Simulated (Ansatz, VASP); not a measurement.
## AlNi in VASP and in Ansatz

```
Al Ni
1.0
    -2.89308    0.00000   -2.89308
     0.00000   -2.89308   -2.89308
    -2.89308   -2.89308    0.00000
Al Ni
2 2
Cartesian
  0.0000 0.0000 0.0000
  -2.8931 -2.8931 -2.8931
  -1.4465 -1.4465 -1.5365
  -4.3396 -4.3396 -4.2496
```

Change from the starting cell: mode 4 (162.9 1/cm) frozen in, largest displacement +0.090 Å.

Alike in both runs: task single point; functional PBE; k mesh 18 × 18 × 18; occupations gaussian, width 0.15 eV; no spin polarisation.

|  | VASP | Ansatz |
| --- | --- | --- |
| version | VASP 6.6.1 | Ansatz 0.2.0 |
| potentials or method | VASP PAW PBE potentials, release 64 (Al, Ni), cutoff 520 eV | scalar-relativistic, plane waves, PAW |
| valence electrons in the cell | 26 | 42 |

```tsv
	VASP	Ansatz	Ansatz less VASP
gap on the k mesh at the Fermi level (eV)	none	none	-
pressure (GPa)	0.7	0.8	+0.05
traceless stress, the component that is largest in VASP (GPa)	0.58	0.60	+0.014
rms of the force components (eV/Å)	0.226	0.225	-0.0005
```

Atom by atom the forces differ by 0.000 eV/Å (rms over components). A gap of «none» marks a metal or a gap that the smearing closes. VASP's potentials hold 26 valence electrons a cell and Ansatz's 42, so a difference there can come from the potentials and not from the codes.
